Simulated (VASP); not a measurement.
# B (Fd-3m) in VASP: single point with PBEsol

Aim: the single point of B with PBEsol.

Program: VASP 6.6.1. These are calculated values, not measurements. Logs are shortened: lines on timing, memory, paths and dates and some standing lists are left out, and cuts for length are marked.

## Step 1: The cell of the first run

It takes space group Fd-3m (No. 227, cubic). The conventional cell has a = 4.031 Å, b = 4.031 Å, c = 4.031 Å, α = 90.00°, β = 90.00°, γ = 90.00°. Within 2.3 Å of B (site symmetry -43m) lie 4 B at 1.75 Å.

## Step 2: Single point, PBEsol

Contents of INCAR:

```
PREC = Accurate ; ENCUT = 520
EDIFF = 1E-7 ; ISMEAR = -1
SIGMA = 0.05 ; LREAL = False
LASPH = True ; NELM = 60
ALGO = Normal ; ISIF = 2
LWAVE = False ; LCHARG = False
GGA = PS ; NBANDS = 10
```

Contents of KPOINTS:

```
Automatic mesh
0
Gamma
  18 18 18
```

Contents of POSCAR:

```
B
1.0
    0.0000000000      2.0157079169      2.0157079169
    2.0157079169      0.0000000000      2.0157079169
    2.0157079169      2.0157079169      0.0000000000
B
2
Direct
   -0.1250000000     -0.1250000000     -0.1250000000
    0.1250000000      0.1250000000      0.1250000000
```

Potentials or basis: VASP PAW PBE potentials, release 64 (B).

Command:

```bash
> cat potpaw_PBE.64/B/POTCAR > POTCAR
> mpirun -np 1 vasp_std > vasp.out
```

OUTCAR:

```text
PREC = Accurate
   ENCUT = 520
   EDIFF = 1E-7
   ISMEAR = -1
   LREAL = False
   LASPH = True
   NELM = 60
   ISIF = 2
   GGA = PS

 ion  position               nearest neighbor table
   1  0.875  0.875  0.875-   2 1.75   2 1.75   2 1.75   2 1.75
   2  0.125  0.125  0.125-   1 1.75   1 1.75   1 1.75   1 1.75

  LATTYP: Found a face centered cubic cell.
 ALAT       =     4.0314158338

  Lattice vectors:

 A1 = (   0.0000000000,   2.0157079169,   2.0157079169)
 A2 = (   2.0157079169,   0.0000000000,   2.0157079169)
 A3 = (   2.0157079169,   2.0157079169,   0.0000000000)

Analysis of symmetry for initial positions (statically):
=====================================================================
 Subroutine PRICEL returns:
 Original cell was already a primitive cell.

 Routine SETGRP: Setting up the symmetry group for a
 face centered cubic supercell.

 Subroutine GETGRP returns: Found 48 space group operations
 (whereof 12 operations were pure point group operations)
 out of a pool of 48 trial point group operations.

The static configuration has the point symmetry D_3d.
 The point group associated with its full space group is O_h .

Analysis of symmetry for dynamics (positions and initial velocities):
=====================================================================
 Subroutine PRICEL returns:
 Original cell was already a primitive cell.

 Routine SETGRP: Setting up the symmetry group for a
 face centered cubic supercell.

 Subroutine GETGRP returns: Found 48 space group operations
 (whereof 12 operations were pure point group operations)
 out of a pool of 48 trial point group operations.

The dynamic configuration has the point symmetry D_3d.
 The point group associated with its full space group is O_h .

 Subroutine INISYM returns: Found 48 space group operations
 (whereof 12 operations are pure point group operations),
 and found     1 'primitive' translations

----------------------------------------------------------------------------------------

                                     Primitive cell

  volume of cell :      16.3800

  direct lattice vectors                    reciprocal lattice vectors
     0.000000000  2.015707917  2.015707917    -0.248051811  0.248051811  0.248051811
     2.015707917  0.000000000  2.015707917     0.248051811 -0.248051811  0.248051811
     2.015707917  2.015707917  0.000000000     0.248051811  0.248051811 -0.248051811

  length of vectors
     2.850641474  2.850641474  2.850641474     0.429638340  0.429638340  0.429638340

  position of ions in fractional coordinates (direct lattice)
     0.875000000  0.875000000  0.875000000
     0.125000000  0.125000000  0.125000000

  ion indices of the primitive-cell ions
   primitive index   ion index
                 1           1
                 2           2

----------------------------------------------------------------------------------------

 KPOINTS: Automatic mesh

Automatic generation of k-mesh.
 Grid dimensions read from file:
 generate k-points for:   18   18   18

 Generating k-lattice:

  Cartesian coordinates                     Fractional coordinates (reciprocal lattice)
    -0.013780656  0.013780656  0.013780656     0.055555556  0.000000000  0.000000000
     0.013780656 -0.013780656  0.013780656     0.000000000  0.055555556  0.000000000
     0.013780656  0.013780656 -0.013780656     0.000000000  0.000000000  0.055555556

  Length of vectors
     0.023868797  0.023868797  0.023868797

  Shift w.r.t. Gamma in fractional coordinates (k-lattice)
     0.000000000  0.000000000  0.000000000

 Subroutine IBZKPT returns following result:
 ===========================================

 Found    195 irreducible k-points:

 Following reciprocal coordinates:
            Coordinates               Weight
  0.000000  0.000000  0.000000      1.000000
  0.055556  0.000000  0.000000      8.000000
  0.111111  0.000000  0.000000      8.000000
  0.166667  0.000000  0.000000      8.000000
  0.222222  0.000000  0.000000      8.000000
  0.277778  0.000000  0.000000      8.000000
[... 16 lines left out ...]
 -0.277778  0.055556  0.000000     24.000000
 -0.222222  0.055556  0.000000     24.000000
 [... further k-points ...]
   k-points           NKPTS =    195   k-points in BZ     NKDIM =    195   number of bands    NBANDS=     10
   number of dos      NEDOS =    301   number of ions     NIONS =      2
   total plane-waves  NPLWV =  13824
   dimension x,y,z NGX =    24 NGY =   24 NGZ =   24
   dimension x,y,z NGXF=    48 NGYF=   48 NGZF=   48
   ions per type =               2
   NGX,Y,Z   is equivalent  to a cutoff of  14.00, 14.00, 14.00 a.u.
   NGXF,Y,Z  is equivalent  to a cutoff of  27.99, 27.99, 27.99 a.u.
 SYSTEM =  unknown system
   PREC   = accura    normal or accurate (medium, high low for compatibility)
   ISTART =      0    job   : 0-new  1-cont  2-samecut
   ICHARG =      2    charge: 1-file 2-atom 10-const
   ISPIN  =      1    spin polarized calculation?
   LNONCOLLINEAR =      F non collinear calculations
   LSORBIT =      F    spin-orbit coupling
   LASPH  =      T    aspherical Exc in radial PAW
   ENCUT  =  520.0 eV  38.22 Ry    6.18 a.u.   5.30  5.30  5.30*2*pi/ulx,y,z
   NELM   =     60;   NELMIN=  2; NELMDL= -5     # of ELM steps
   EDIFF  = 0.1E-06   stopping-criterion for ELM
   LREAL  =      F    real-space projection
   EDIFFG = 0.1E-05   stopping-criterion for IOM
   NSW    =      0    number of steps for IOM
   IBRION =     -1    ionic relax: 0-MD 1-quasi-New 2-CG
   NFREE  =      0    steps in history (QN), initial steepest desc. (CG)
   ISIF   =      2    stress and relaxation
   ISYM   =      2    0-nonsym 1-usesym 2-fastsym
   POTIM  = 0.5000    time-step for ionic-motion
   TEBEG  =    0.0;   TEEND  =   0.0 temperature during run
   PSTRESS=    0.0 pullay stress
   NELECT =       6.0000    total number of electrons
   NUPDOWN=      -1.0000    fix difference up-down
   EMIN   =  10.00;   EMAX   =-10.00  energy-range for DOS
   EFERMI =   0.00;   METHOD = LEGACY
   ISMEAR =    -1;   SIGMA  =   0.05  broadening in eV -4-tet -1-fermi 0-gaus
   EFERMI_NEDOS =   21; number of points for ismear=-14 and -15
   IALGO  =     38    algorithm
   IMIX   =      4    mixing-type and parameters
     AMIX     =   0.40;   BMIX     =  1.00
     AMIX_MAG =   1.60;   BMIX_MAG =  1.00
  volume/ion in A,a.u.               =       8.19        55.27
  Fermi-wavevector in a.u.,A,eV,Ry     =   1.171353  2.213535 18.668104  1.372067
  Thomas-Fermi vector in A             =   2.307798
   LORBIT       =      0    0 simple, 1 ext, 2 COOP (PROOUT), +10 PAW based schemes
   GGA     = PS    functional components
   LHFCALC =     F    Hartree Fock is set to
   AEXX    =    0.0000 exact exchange contribution
   IVDW    =     0    specifies the selected vdW correction
   LEPSILON=     F    determine dielectric tensor
   LRPA    =     F    only Hartree local field effects (RPA)
 non-spin polarized calculation
  energy-cutoff  :      520.00
  volume of cell :       16.38
 maximum number of plane-waves:       459
 NGX is ok and might be reduce to    24
   NGX = 11   NGY = 11   NGZ = 11

 number of electron       6.0000000 magnetization

 Free energy of the ion-electron system (eV)
  ---------------------------------------------------
  ext. energy  EPLUGINS =         0.00000000
  ---------------------------------------------------
  free energy    TOTEN  =       -12.13378773 eV

  energy without entropy =      -12.12577266  energy(sigma->0) =      -12.12978020

 E-fermi :   3.8530     XC(G=0): -11.3600

 val. band max:        3.8434762938   @ k =  -0.3889   0.2778   0.0556
 cond. band min:       3.8661034824   @ k =  -0.1667   0.1111   0.0000
 fundamental gap:      0.0226271886
 Fermi energy:         3.8530352506

 k-point     1 :       0.0000    0.0000    0.0000
  band No.  band energies     occupation
      1      -9.1513      2.00000
      2       7.9512      0.00000
      3       7.9512      0.00000
      4       7.9512      0.00000
      5      12.0857      0.00000
      6      12.0857      0.00000
      7      12.0857      0.00000
      8      20.6839      0.00000
      9      22.6428      0.00000
     10      26.9788      0.00000

 k-point     2 :       0.0556    0.0000    0.0000
  band No.  band energies     occupation
      1      -9.0836      2.00000
      2       7.4354      0.00000
      3       7.8129      0.00000
      4       7.8129      0.00000
      5      12.2667      0.00000
      6      12.2667      0.00000
      7      12.4462      0.00000
      8      20.6564      0.00000
      9      22.7674      0.00000
     10      25.8341      0.00000

 k-point     3 :       0.1111    0.0000    0.0000
  band No.  band energies     occupation
      1      -8.8809      2.00000
      2       6.2487      0.00000
      3       7.4704      0.00000
      4       7.4704      0.00000
      5      12.7182      0.00000
      6      12.7182      0.00000
      7      13.1805      0.00000
      8      20.5766      0.00000
      9      23.0925      0.00000
     10      24.7059      0.00000

 k-point     4 :       0.1667    0.0000    0.0000
  band No.  band energies     occupation
      1      -8.5438      2.00000
      2       4.8003      0.00000
      3       7.0484      0.00000
      4       7.0484      0.00000
      5      13.2624      0.00000
      6      13.2624      0.00000
      7      13.9229      0.00000
      8      20.4495      0.00000
      9      23.4954      0.00000
     10      23.9590      0.00000
[... 222 lines left out ...]
 k-point    22 :      -0.3333    0.0556    0.0000
  band No.  band energies     occupation
      1      -6.4128      2.00000
      2      -0.1752      2.00000
      3       5.3506      0.00000
      4       6.0461      0.00000
      5      14.1030      0.00000
      6      14.4049      0.00000
      7      15.7141      0.00000
      8      19.8172      0.00000
      9      24.0622      0.00000
     10      24.3965      0.00000

 k-point    23 :      -0.2778    0.0556    0.0000
  band No.  band energies     occupation
      1      -7.1834      2.00000
      2       1.2792      2.00000
      3       5.5424      0.00000
      4       6.4004      0.00000
      5      13.9108      0.00000
      6      14.4633      0.00000
      7      15.3503      0.00000
      8      19.8413      0.00000
      9      23.1746      0.00000
     10      24.1767      0.00000

 k-point    24 :      -0.2222    0.0556    0.0000
  band No.  band energies     occupation
      1      -7.8278      2.00000
      2       2.7888      2.00000
      3       5.8276      0.00000
      4       6.8052      0.00000
      5      13.5746      0.00000
      6      14.3229      0.00000
      7      14.8816      0.00000
      8      19.9294      0.00000
      9      22.7706      0.00000
     10      23.9803      0.00000

 [... further k-points ...]

------------------------ aborting loop because EDIFF is reached ----------------------------------------

  FORCE on cell =-STRESS in cart. coord.  units (eV):
  Direction    XX          YY          ZZ          XY          YZ          ZX
  --------------------------------------------------------------------------------------
  -------------------------------------------------------------------------------------
  Total        0.0251576      0.0251576      0.0251576      0.0000000     -0.0000000      0.0000000
  in kB        2.4607463      2.4607463      2.4607463      0.0000000     -0.0000000      0.0000000
  external PRESSURE =       2.4607463 kB  Pullay stress =       0.0000000 kB

 VOLUME and BASIS-vectors are now :
 -----------------------------------------------------------------------------
  energy-cutoff  :      520.00
  volume of cell :       16.38
      direct lattice vectors                 reciprocal lattice vectors
     0.000000000  2.015707917  2.015707917    -0.248051811  0.248051811  0.248051811
     2.015707917  0.000000000  2.015707917     0.248051811 -0.248051811  0.248051811
     2.015707917  2.015707917  0.000000000     0.248051811  0.248051811 -0.248051811

 POSITION                                       TOTAL-FORCE (eV/Angst)
 -----------------------------------------------------------------------------------
      3.52749      3.52749      3.52749         0.000000     -0.000000     -0.000000
      0.50393      0.50393      0.50393        -0.000000      0.000000      0.000000
 -----------------------------------------------------------------------------------
    total drift:                                0.000000      0.000000      0.000000

  FREE ENERGIE OF THE ION-ELECTRON SYSTEM (eV)
  ---------------------------------------------------
  free  energy   TOTEN  =       -12.1337877348 eV

  energy  without entropy=      -12.1257726645  energy(sigma->0) =      -12.12978020
```

Wall time 14 s (1 thread of AMD EPYC 9R45 (Zen 5), shared host); peak memory 0.12 GiB.

Results:

```yaml
Free_energy: -12.1338 eV
Pressure: 0.2 GPa
Band_gap_on_the_k_mesh: zero (band 3 reaches 7.95 eV, above the bottom of band 4 at 0.67 eV)
```

Levels at points of the mesh, in eV from the Fermi level:
```tsv
k point	band 1	band 2	band 3	band 4	band 5	band 6	band 7
(0.00, 0.00, 0.00)	-13.00	4.10	4.10	4.10	8.23	8.23	8.23
(0.50, 0.00, 0.00)	-8.06	-7.14	1.73	1.73	10.28	10.28	12.09
(0.50, 0.50, 0.00)	-6.00	-6.00	-1.32	-1.32	7.18	7.18	18.43
```

Caveat: the PAW data sets were made with another functional, which shifts forces and pressure a little.
